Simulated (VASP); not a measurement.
# S (P6/mmm) in VASP: notebook

Runs on S. Level: PBE. Tasks: relaxation of cell and atoms, single point.

Program: VASP 6.6.1. These are calculated values, not measurements. Logs are shortened: lines on timing, memory, paths and dates and some standing lists are left out, and cuts for length are marked.

## Step 1: The cell of the first run

The structure is hexagonal, space group P6/mmm (No. 191). The conventional cell has a = 4.420 Å, b = 4.420 Å, c = 2.741 Å, α = 90.00°, β = 90.00°, γ = 120.00°. Within 3.6 Å of S (site symmetry 6/mmm) lie 14 S at 2.74 to 2.90 Å. Within 3.4 Å of S (site symmetry -6m2) lie 11 S at 2.55 to 2.90 Å.

This isn't the form of S at room conditions, which is orthorhombic, of S8 rings.

## Step 2: Relaxation of cell and atoms, PBE, target pressure 2.3 GPa, at which the enthalpy is minimised

Input file INCAR:

```
SYSTEM = S
PREC = Accurate
ENCUT = 600
EDIFF = 1E-6
ISMEAR = -1
SIGMA = 0.08
LREAL = .False.
LASPH = .True.
NELM = 80
ALGO = Normal
ISIF = 3
LWAVE = .False.
LCHARG = .False.
GGA = PE
IBRION = 2
NSW = 60
EDIFFG = -0.005
PSTRESS = 23.0
```

Input file KPOINTS:

```
Automatic mesh
0
Gamma
  8 8 11
  0 0 0
```

Input file POSCAR:

```
S
1.0
    4.4203356072      0.0000000000      0.0000000000
   -2.2101678036      3.8281229291      0.0000000000
    0.0000000000      0.0000000000      2.7406080765
S
3
Direct
    0.0000000000      0.0000000000      0.0000000000
    0.3333333333      0.6666666667      0.5000000000
    0.6666666667      0.3333333333      0.5000000000
```

Potentials or basis: VASP PAW PBE potentials, release 64 (S).

Started as:

```bash
cat potpaw_PBE.64/S/POTCAR > POTCAR
mpirun -np 1 vasp_std > vasp.out
```

OUTCAR:

```text
SYSTEM = S
   PREC = Accurate
   ENCUT = 600
   EDIFF = 1E-6
   ISMEAR = -1
   LREAL = .False.
   LASPH = .True.
   NELM = 80
   ISIF = 3
   GGA = PE
   IBRION = 2
   NSW = 60
   EDIFFG = -0.005
   PSTRESS = 23.0

 ion  position               nearest neighbor table
   1  0.000  0.000  0.000-
   2  0.333  0.667  0.500-   3 2.55   3 2.55   3 2.55
   3  0.667  0.333  0.500-   2 2.55   2 2.55   2 2.55

  LATTYP: Found a hexagonal cell.
 ALAT       =     4.4203356072
 C/A-ratio  =     0.6200000000

  Lattice vectors:

 A1 = (   4.4203356072,   0.0000000000,   0.0000000000)
 A2 = (  -2.2101678036,   3.8281229291,   0.0000000000)
 A3 = (   0.0000000000,   0.0000000000,   2.7406080765)

Analysis of symmetry for initial positions (statically):
=====================================================================
 Subroutine PRICEL returns:
 Original cell was already a primitive cell.

 Routine SETGRP: Setting up the symmetry group for a
 hexagonal supercell.

 Subroutine GETGRP returns: Found 24 space group operations
 (whereof 24 operations were pure point group operations)
 out of a pool of 24 trial point group operations.

The static configuration has the point symmetry D_6h.

Analysis of symmetry for dynamics (positions and initial velocities):
=====================================================================
 Subroutine PRICEL returns:
 Original cell was already a primitive cell.

 Routine SETGRP: Setting up the symmetry group for a
 hexagonal supercell.

 Subroutine GETGRP returns: Found 24 space group operations
 (whereof 24 operations were pure point group operations)
 out of a pool of 24 trial point group operations.

The dynamic configuration has the point symmetry D_6h.

 Subroutine INISYM returns: Found 24 space group operations
 (whereof 24 operations are pure point group operations),
 and found     1 'primitive' translations

----------------------------------------------------------------------------------------

                                     Primitive cell

  volume of cell :      46.3754

  direct lattice vectors                    reciprocal lattice vectors
     4.420335607  0.000000000  0.000000000     0.226227167  0.130612316  0.000000000
    -2.210167804  3.828122929  0.000000000     0.000000000  0.261224631  0.000000000
     0.000000000  0.000000000  2.740608077     0.000000000  0.000000000  0.364882527

  length of vectors
     4.420335607  4.420335607  2.740608077     0.261224631  0.261224631  0.364882527

  position of ions in fractional coordinates (direct lattice)
     0.000000000  0.000000000  0.000000000
     0.333333333  0.666666667  0.500000000
     0.666666667  0.333333333  0.500000000

  ion indices of the primitive-cell ions
   primitive index   ion index
                 1           1
                 2           2
                 3           3

----------------------------------------------------------------------------------------

 KPOINTS: Automatic mesh

Automatic generation of k-mesh.
 Grid dimensions read from file:
 generate k-points for:    8    8   11

 Generating k-lattice:

  Cartesian coordinates                     Fractional coordinates (reciprocal lattice)
     0.028278396  0.016326539  0.000000000     0.125000000  0.000000000  0.000000000
     0.000000000  0.032653079  0.000000000     0.000000000  0.125000000  0.000000000
     0.000000000  0.000000000  0.033171139     0.000000000  0.000000000  0.090909091

  Length of vectors
     0.032653079  0.032653079  0.033171139

  Shift w.r.t. Gamma in fractional coordinates (k-lattice)
     0.000000000  0.000000000  0.000000000

 Subroutine IBZKPT returns following result:
 ===========================================

 Found     60 irreducible k-points:

 Following reciprocal coordinates:
            Coordinates               Weight
  0.000000  0.000000  0.000000      1.000000
  0.125000 -0.000000  0.000000      6.000000
  0.250000 -0.000000  0.000000      6.000000
  0.375000  0.000000  0.000000      6.000000
  0.500000 -0.000000  0.000000      3.000000
  0.125000  0.125000  0.000000      6.000000
[... 16 lines left out ...]
  0.250000 -0.000000  0.181818     12.000000
  0.375000  0.000000  0.181818     12.000000
 [... further k-points ...]
   k-points           NKPTS =     60   k-points in BZ     NKDIM =     60   number of bands    NBANDS=     13
   number of dos      NEDOS =    301   number of ions     NIONS =      3
   total plane-waves  NPLWV =  31104
   dimension x,y,z NGX =    36 NGY =   36 NGZ =   24
   dimension x,y,z NGXF=    72 NGYF=   72 NGZF=   48
   ions per type =               3
   NGX,Y,Z   is equivalent  to a cutoff of  13.54, 13.54, 14.56 a.u.
   NGXF,Y,Z  is equivalent  to a cutoff of  27.08, 27.08, 29.12 a.u.
 SYSTEM =  S
   PREC   = accura    normal or accurate (medium, high low for compatibility)
   ISTART =      0    job   : 0-new  1-cont  2-samecut
   ICHARG =      2    charge: 1-file 2-atom 10-const
   ISPIN  =      1    spin polarized calculation?
   LNONCOLLINEAR =      F non collinear calculations
   LSORBIT =      F    spin-orbit coupling
   LASPH  =      T    aspherical Exc in radial PAW
   ENCUT  =  600.0 eV  44.10 Ry    6.64 a.u.   8.83  8.83  5.47*2*pi/ulx,y,z
   NELM   =     80;   NELMIN=  2; NELMDL= -5     # of ELM steps
   EDIFF  = 0.1E-05   stopping-criterion for ELM
   LREAL  =      F    real-space projection
   EDIFFG = -.5E-02   stopping-criterion for IOM
   NSW    =     60    number of steps for IOM
   IBRION =      2    ionic relax: 0-MD 1-quasi-New 2-CG
   NFREE  =      1    steps in history (QN), initial steepest desc. (CG)
   ISIF   =      3    stress and relaxation
   ISYM   =      2    0-nonsym 1-usesym 2-fastsym
   POTIM  = 0.5000    time-step for ionic-motion
   TEBEG  =    0.0;   TEEND  =   0.0 temperature during run
   PSTRESS=   23.0 pullay stress
   NELECT =      18.0000    total number of electrons
   NUPDOWN=      -1.0000    fix difference up-down
   EMIN   =  10.00;   EMAX   =-10.00  energy-range for DOS
   EFERMI =   0.00;   METHOD = LEGACY
   ISMEAR =    -1;   SIGMA  =   0.08  broadening in eV -4-tet -1-fermi 0-gaus
   EFERMI_NEDOS =   21; number of points for ismear=-14 and -15
   IALGO  =     38    algorithm
   IMIX   =      4    mixing-type and parameters
     AMIX     =   0.40;   BMIX     =  1.00
     AMIX_MAG =   1.60;   BMIX_MAG =  1.00
  volume/ion in A,a.u.               =      15.46       104.32
  Fermi-wavevector in a.u.,A,eV,Ry     =   1.194180  2.256672 19.402791  1.426065
  Thomas-Fermi vector in A             =   2.330176
   LORBIT       =      0    0 simple, 1 ext, 2 COOP (PROOUT), +10 PAW based schemes
   GGA     = PE    functional components
   LHFCALC =     F    Hartree Fock is set to
   AEXX    =    0.0000 exact exchange contribution
   IVDW    =     0    specifies the selected vdW correction
   LEPSILON=     F    determine dielectric tensor
   LRPA    =     F    only Hartree local field effects (RPA)
 conjugate gradient relaxation of ions
 non-spin polarized calculation
  energy-cutoff  :      600.00
  volume of cell :       46.38
 maximum number of plane-waves:      1571
 NGX is ok and might be reduce to    36
   NGX = 17   NGY = 17   NGZ = 11

--------------------------------------- Ionic step        1  -------------------------------------------

 number of electron      17.9999998 magnetization

 Free energy of the ion-electron system (eV)
  ---------------------------------------------------
  ext. energy  EPLUGINS =         0.00000000
  ---------------------------------------------------
  free energy    TOTEN  =        -8.85604293 eV

  energy without entropy =       -8.80296010  energy(sigma->0) =       -8.82950151

------------------------ aborting loop because EDIFF is reached ----------------------------------------

  FORCE on cell =-STRESS in cart. coord.  units (eV):
  Direction    XX          YY          ZZ          XY          YZ          ZX
  --------------------------------------------------------------------------------------
  -------------------------------------------------------------------------------------
  Total        1.1637779      1.1637779      0.6097719      0.0000000      0.0000000      0.0000000
  in kB       40.2061650     40.2061650     21.0663796      0.0000000      0.0000000      0.0000000
  external PRESSURE =      10.8262365 kB  Pullay stress =      23.0000000 kB
[... 100 lines left out ...]
  energy  without entropy=       -8.8303786561  energy(sigma->0) =       -8.85596385

  enthalpy is  TOTEN    =        -8.1971405398 eV   P V=        0.6844085039

 E-fermi :   4.9894     XC(G=0): -10.0211

 val. band max:        4.9881246105   @ k =   0.2500   0.1250   0.2727
 cond. band min:       4.9906389479   @ k =   0.2500   0.1250   0.3636
 fundamental gap:      0.0025143374
 Fermi energy:         4.9894410544

 k-point     1 :       0.0000    0.0000    0.0000
  band No.  band energies     occupation
      1     -11.5407      2.00000
      2     -10.1821      2.00000
      3     -10.1761      2.00000
      4      -0.1721      2.00000
      5      -0.1721      2.00000
      6      -0.1652      2.00000
      7      -0.1652      2.00000
      8       3.5782      2.00000
      9       3.5782      2.00000
     10      10.0160      0.00000
     11      14.6350      0.00000
     12      15.4957      0.00000
     13      15.5178      0.00000
[... 354 lines left out ...]
  band No.  band energies     occupation
      1     -10.0975      2.00000
      2      -9.5647      2.00000
      3      -9.3065      2.00000
      4      -0.2329      2.00000
      5       0.7707      2.00000
      6       2.2777      2.00000
      7       2.6555      2.00000
      8       3.0160      2.00000
      9       3.7771      2.00000
     10       8.2382      0.00000
     11       8.5069      0.00000
     12       8.7203      0.00000
     13      12.0875      0.00000

 [... further k-points ...]

 E-fermi :   4.4558     XC(G=0):  -9.7892

 val. band max:        4.4422871601   @ k =   0.2500   0.1250   0.2727
 cond. band min:       4.4569495316   @ k =   0.2500   0.2500   0.2727
 fundamental gap:      0.0146623715
 Fermi energy:         4.4557605724

 k-point     1 :       0.0000    0.0000    0.0000
  band No.  band energies     occupation
      1     -11.7706      2.00000
      2     -10.5750      2.00000
      3     -10.5660      2.00000
      4      -0.4608      2.00000
      5      -0.4608      2.00000
      6      -0.4523      2.00000
      7      -0.4523      2.00000
      8       2.9636      2.00000
      9       2.9636      2.00000
     10       9.4312      0.00000
     11      14.0596      0.00000
     12      14.7314      0.00000
     13      14.7503      0.00000
[... 354 lines left out ...]
  band No.  band energies     occupation
      1     -10.3879      2.00000
      2      -9.9181      2.00000
      3      -9.6946      2.00000
      4      -0.4723      2.00000
      5       0.4439      2.00000
      6       1.8304      2.00000
      7       2.2023      2.00000
      8       2.5204      2.00000
      9       3.2164      2.00000
     10       7.6829      0.00000
     11       7.9146      0.00000
     12       8.1024      0.00000
     13      11.5632      0.00000

 [... further k-points ...]

[... ionic steps 4 to 27 ...]

--------------------------------------- Ionic step       28  -------------------------------------------

 number of electron      17.9999986 magnetization

------------------------ aborting loop because EDIFF is reached ----------------------------------------
[... 73 lines left out ...]
--------------------------------------- Ionic step       30  -------------------------------------------

 number of electron      17.9999986 magnetization

 Free energy of the ion-electron system (eV)
  ---------------------------------------------------
  ext. energy  EPLUGINS =         0.00000000
  ---------------------------------------------------
  free energy    TOTEN  =        -9.99146075 eV

  energy without entropy =       -9.91515297  energy(sigma->0) =       -9.95330686

 E-fermi :   3.1651     XC(G=0):  -9.0368

 val. band max:        3.1596022318   @ k =   0.3750   0.0000   0.4545
 cond. band min:       3.1712623032   @ k =   0.2500  -0.0000   0.2727
 fundamental gap:      0.0116600715
 Fermi energy:         3.1650691963

 k-point     1 :       0.0000    0.0000    0.0000
  band No.  band energies     occupation
      1     -12.6996      2.00000
      2     -11.9950      2.00000
      3     -11.9819      2.00000
      4      -1.4185      2.00000
      5      -1.4185      2.00000
      6      -1.4033      2.00000
      7      -1.4033      2.00000
      8       0.9760      2.00000
      9       0.9760      2.00000
     10       7.5084      0.00000
     11      12.2155      0.00000
     12      12.3300      0.00000
     13      12.3313      0.00000
[... 354 lines left out ...]
  band No.  band energies     occupation
      1     -11.4593      2.00000
      2     -11.1815      2.00000
      3     -11.0565      2.00000
      4      -1.2001      2.00000
      5      -0.5550      2.00000
      6       0.4419      2.00000
      7       0.7635      2.00000
      8       0.9571      2.00000
      9       1.4484      2.00000
     10       6.4844      0.00000
     11       6.6142      0.00000
     12       6.7309      0.00000
     13      10.0661      0.00000

 [... further k-points ...]

------------------------ aborting loop because EDIFF is reached ----------------------------------------

  FORCE on cell =-STRESS in cart. coord.  units (eV):
  Direction    XX          YY          ZZ          XY          YZ          ZX
  --------------------------------------------------------------------------------------
  -------------------------------------------------------------------------------------
  Total        0.9905118      0.9905118      0.9715753      0.0000000     -0.0000000      0.0000000
  in kB       23.2686693     23.2686693     22.8238225      0.0000000     -0.0000000      0.0000000
  external PRESSURE =       0.1203870 kB  Pullay stress =      23.0000000 kB
[... 22 lines left out ...]
  energy  without entropy=       -9.9151529657  energy(sigma->0) =       -9.95330686

  enthalpy is  TOTEN    =        -9.0123858337 eV   P V=        0.9790749126

 reached required accuracy - stopping structural energy minimisation
```

It took 10 min on 1 thread of Intel Xeon Platinum 8259CL at 2.50GHz (Skylake/Cascade Lake), shared host; peak memory 0.19 GiB.

Results:

| Property | Result |
| --- | --- |
| Free energy | -9.9915 eV |
| Relaxed volume | 22.73 Å³/atom |
| Relaxed cell | a = 6.093 Å, b = 6.093 Å, c = 2.121 Å, α = 90.00°, β = 90.00°, γ = 120.00° |
| Space group after relaxing (to 0.1 Å) | P6/mmm (No. 191) |
| Energy change on relaxing (the run minimises the enthalpy) | -378.5 meV/atom |
| Ionic steps | 30 |
| Pressure after relaxing | 2.3 GPa |
| Band gap on the k mesh | zero (bands 9 and 10 overlap by 1.94 eV) |

Step by step:
| step | energy change (eV) | largest force (eV/Å) | pressure (GPa) | volume (Å³) |
| --- | --- | --- | --- | --- |
| 1 | 0.0000 | 0.0000 | 3.38 | 46.38 |
| 2 | -0.0157 | 0.0000 | 1.91 | 47.08 |
| 3 | -0.0255 | 0.0000 | 0.74 | 47.68 |
| 4 | -0.0295 | 0.0000 | 0.49 | 47.79 |
| 5 | -0.0433 | 0.0000 | -0.19 | 48.11 |
| 6 | -0.0761 | 0.0000 | -1.40 | 48.75 |
| 7 | -0.1770 | 0.0000 | -3.20 | 49.98 |
| 8 | -0.3496 | 0.0000 | -4.11 | 52.18 |
| 9 | -0.8676 | 0.0000 | 4.04 | 55.44 |
| 10 | 13.6963 | 0.0000 | 134.76 | 56.04 |
| 11 | -0.8738 | 0.0000 | 4.43 | 55.53 |
| 12 | -0.8723 | 0.0000 | 6.12 | 55.84 |
| 13 | -0.8779 | 0.0000 | 5.42 | 55.73 |
| 14 | -0.8949 | 0.0000 | 5.72 | 56.69 |
| 15 | -0.8933 | 0.0000 | 5.69 | 56.57 |
| 16 | -0.9130 | 0.0000 | 5.17 | 57.23 |
| 17 | -0.9643 | 0.0000 | 3.86 | 59.24 |
| 18 | -1.0407 | 0.0000 | 1.77 | 63.37 |
| 19 | -1.0635 | 0.0000 | 1.88 | 64.41 |
| 20 | -1.1255 | 0.0000 | 2.36 | 67.54 |
| 21 | -1.1389 | 0.0000 | 2.48 | 68.47 |
| 22 | -1.1338 | 0.0000 | 2.43 | 68.10 |
| 23 | -1.1324 | 0.0000 | 2.41 | 68.00 |
| 24 | -1.1337 | 0.0000 | 2.31 | 68.08 |
| 25 | -1.1336 | 0.0000 | 2.30 | 68.07 |
| 26 | -1.1334 | 0.0000 | 2.34 | 68.07 |
| 27 | -1.1335 | 0.0000 | 2.34 | 68.07 |
| 28 | -1.1335 | 0.0000 | 2.33 | 68.07 |
| 29 | -1.1340 | 0.0000 | 2.33 | 68.10 |
| 30 | -1.1354 | 0.0000 | 2.31 | 68.20 |

Final structure:
```
CELL_PARAMETERS angstrom
6.09333 0.00000 0.00000
-3.04666 5.27698 0.00000
0.00000 0.00000 2.12109
ATOMIC_POSITIONS crystal
S 0.00000 0.00000 0.00000
S 0.33333 0.66667 0.50000
S 0.66667 0.33333 0.50000
```

Caveat: the cell is relaxed towards a set pressure, so the run minimises the enthalpy, not the energy; the volume moved by over 15 % at a fixed basis, so the end points are rough.

(Part 1 of 3 ends here.)
